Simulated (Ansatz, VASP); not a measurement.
**Ge2N: VASP beside Ansatz**

```
Ge N
1.0
     5.42390    0.00000    0.00000
     0.00000    5.42390    0.00000
     0.00000    0.00000    5.29940
Ge N
4 2
Cartesian
  2.7119 0.0000 2.2106
  2.7119 0.0000 4.8603
  0.0000 2.7119 0.4391
  0.0000 2.7119 3.0888
  0.0000 0.0000 0.0000
  2.7119 2.7119 2.6497
```

Alike in both runs: task relaxation of cell and atoms; functional PBE; k mesh 4 × 4 × 4; occupations gaussian, width 0.1 eV; no spin polarisation.

```csv
,VASP,Ansatz
version,VASP 6.6.1,Ansatz 0.2.0
potentials or method,"VASP PAW PBE potentials, release 64 (Ge_d, N), cutoff 600 eV","scalar-relativistic, plane waves, PAW"
valence electrons in the cell,66,66
```

|  | VASP | Ansatz | Ansatz less VASP |
| --- | --- | --- | --- |
| gap on the k mesh at the Fermi level, each at its own relaxed structure (eV) | none | none | - |
| relaxed volume (Å³/atom) | 16.09 | 16.08 | -0.015 |
| relaxed cell length with the largest relative difference (Å) | 5.471 | 5.469 | -0.0022 |

A gap of «none» marks a metal or a gap that the smearing closes.

Noted on VASP's run: the volume moved by over 15 % at a fixed basis, so the end points are rough.
